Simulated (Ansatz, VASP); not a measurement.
## Two plane-wave programs on AlNi2

```xyz
6
Lattice="3.9740 0.0000 0.0000 -1.9870 3.4416 0.0000 0.0000 0.0000 4.9043" Properties=species:S:1:pos:R:3 pbc="T T T"
Al    0.0000    2.2944    0.9312
Al    1.9870    1.1472    3.9731
Ni    0.0000    2.2944    3.3600
Ni    1.9870    1.1472    1.5443
Ni    0.0000    0.0000    2.4521
Ni    0.0000    0.0000    0.0000
```

Alike in both runs: task single point; functional PBEsol; k mesh 12 × 12 × 8; occupations gaussian, width 0.5 eV; no spin polarisation.

|  | VASP | Ansatz |
| --- | --- | --- |
| version | VASP 6.6.1 | Ansatz 0.2.0 |
| potentials or method | VASP PAW PBE potentials, release 64 (Al, Ni), cutoff 520 eV | scalar-relativistic, plane waves, PAW |
| valence electrons in the cell | 46 | 78 |

VASP gave:

- gap on the k mesh at the Fermi level (eV): none
- pressure (GPa): 0.9
- traceless stress, the component that is largest in VASP (GPa): -0.45
- rms of the force components (eV/Å): 0.021

Q: Which values does Ansatz return?

A: gap on the k mesh at the Fermi level (eV): none; pressure (GPa): 0.8; traceless stress, the component that is largest in VASP (GPa): -0.45; rms of the force components (eV/Å): 0.018.

VASP's potentials were made for PBE, not for PBEsol. Atom by atom the forces differ by 0.004 eV/Å (rms over components). A gap of «none» marks a metal or a gap that the smearing closes. With one functional, cell and mesh, what is left measures potentials, basis and numerics. VASP's potentials hold 46 valence electrons a cell and Ansatz's 78, so a difference there can come from the potentials and not from the codes.
